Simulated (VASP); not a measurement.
Co:

```xyz
2
Lattice="2.4874 0.0000 0.0000 -1.2437 2.1541 0.0000 0.0000 0.0000 4.0633" Properties=species:S:1:pos:R:3 pbc="T T T"
Co    0.0000    1.4361    3.0074
Co    1.2437    0.7180    1.0559
```

* Program: VASP 6.6.1
* Task: relaxation of cell and atoms
* Functional: PBEsol
* Potentials or basis: VASP PAW PBE potentials, release 64 (Co)
* Cutoff: 600 eV
* k mesh: 12 × 12 × 7
* Occupations: fermi-dirac, width 0.05 eV
* Spin: collinear spin, ferromagnetic start
* Starting moments: [2.0, 2.0] μB

At the start: pressure -10.1 GPa; volume 10.89 Å³/atom.

Problem. How do energy, volume and symmetry change on relaxing?

Solution. Over 8 steps the energy falls by 29.6 meV/atom and the volume is 10.32 Å³/atom (-5.2 %); space group P6_3/mmc (No. 194, to 0.05 Å); moment 3.10 μB per cell.

Step by step:
```csv
step,energy change (eV),largest force (eV/Å),pressure (GPa),volume (Å³)
1,0.0000,0.4293,-10.11,21.77
2,-0.0157,0.3992,12.83,19.68
3,-0.0459,0.4536,1.40,20.57
4,-0.0586,0.0914,0.80,20.57
5,-0.0591,0.0003,0.82,20.57
6,-0.0591,0.0075,0.81,20.57
7,-0.0591,0.0138,-0.83,20.72
8,-0.0593,0.0109,0.05,20.64
```

Final structure:
```cif
data_structure
_symmetry_space_group_name_H-M 'P 1'
_symmetry_Int_Tables_number 1
_cell_length_a 2.4537
_cell_length_b 2.4537
_cell_length_c 3.9580
_cell_angle_alpha 90.000
_cell_angle_beta 90.000
_cell_angle_gamma 120.000
_cell_volume 20.64
loop_
_atom_site_label
_atom_site_type_symbol
_atom_site_fract_x
_atom_site_fract_y
_atom_site_fract_z
_atom_site_occupancy
Co1 Co 0.33333 0.66667 0.74983 1
Co2 Co 0.66667 0.33333 0.25017 1
```

Caveat: the PAW data sets were made with another functional, which shifts forces and pressure a little.
